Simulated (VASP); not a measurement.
Set up this calculation in VASP 6.6.1, as the native input.

```yaml
Task: single point
Functional: r2SCAN
Potentials_or_basis: VASP PAW PBE potentials, release 64 (K_sv, I)
Cutoff: 520 eV
k_mesh: 6 × 6 × 6
Occupations: gaussian, width 0.01 eV
Spin: no spin polarisation
Dipole_correction: no
Further_INCAR_settings: ALGO = Normal; EDIFF = 1e-06; NBANDS = 15
```

Crystal: KI.

```
K I
1.0
    -0.03544    3.54429    3.54429
     3.54429   -0.03544    3.54429
     3.50884    3.50884    0.00000
K I
1 1
Cartesian
  0.0000 0.0000 0.0000
  3.5088 3.5088 3.5443
```

This cell differs from its parent crystal: shear xy strain -2.0%.

One way to write it, as run:

POSCAR

```
KI
1.0
   -0.0354428524      3.5442852436      3.5442852436
    3.5442852436     -0.0354428524      3.5442852436
    3.5088423911      3.5088423911      0.0000000000
K I
1 1
Direct
    0.0000000000      0.0000000000      0.0000000000
    0.5000000000      0.5000000000      0.5000000000
```

INCAR.step1

```
SYSTEM = KI
PREC = Accurate
ENCUT = 520
ISMEAR = 0
SIGMA = 0.01
LREAL = .False.
LASPH = .True.
NELM = 80
NBANDS = 15
GGA = PE
ALGO = Normal
EDIFF = 1E-4
LWAVE = .True.
LCHARG = .False.
```

INCAR.step2

```
SYSTEM = KI
PREC = Accurate
ENCUT = 520
EDIFF = 1E-6
ISMEAR = 0
SIGMA = 0.01
LREAL = .False.
LASPH = .True.
NELM = 80
ALGO = Normal
ISIF = 2
LWAVE = .False.
LCHARG = .True.
METAGGA = R2SCAN
LMIXTAU = .True.
LELF = .True.
LVHAR = .True.
NBANDS = 15
ISTART = 1
```

KPOINTS

```
regular mesh
0
Gamma
  6 6 6
  0 0 0
```

Potentials or basis: VASP PAW PBE potentials, release 64 (K_sv, I).

Command:

```sh
$ cat potpaw_PBE.64/K_sv/POTCAR potpaw_PBE.64/I/POTCAR > POTCAR
$ cp INCAR.step1 INCAR
$ mpirun -np 1 vasp_std > vasp.out
$ cp INCAR.step2 INCAR
$ mpirun -np 1 vasp_std > vasp.out
```

Results of the run:

- Pressure: 0.0 GPa
- Band gap on the k mesh: 4.55 eV, direct

Caveat: the cell differs from its parent crystal (shear xy strain -2.0%); the PAW data sets were made with another functional, which shifts forces and pressure a little; spin-orbit coupling is left out, which moves the levels of the heavy elements.

Wall time 2.5 min on 1 thread of Intel(R) Xeon(R) 6975P-C (Granite Rapids), on a shared host, peak memory 0.29 GiB.
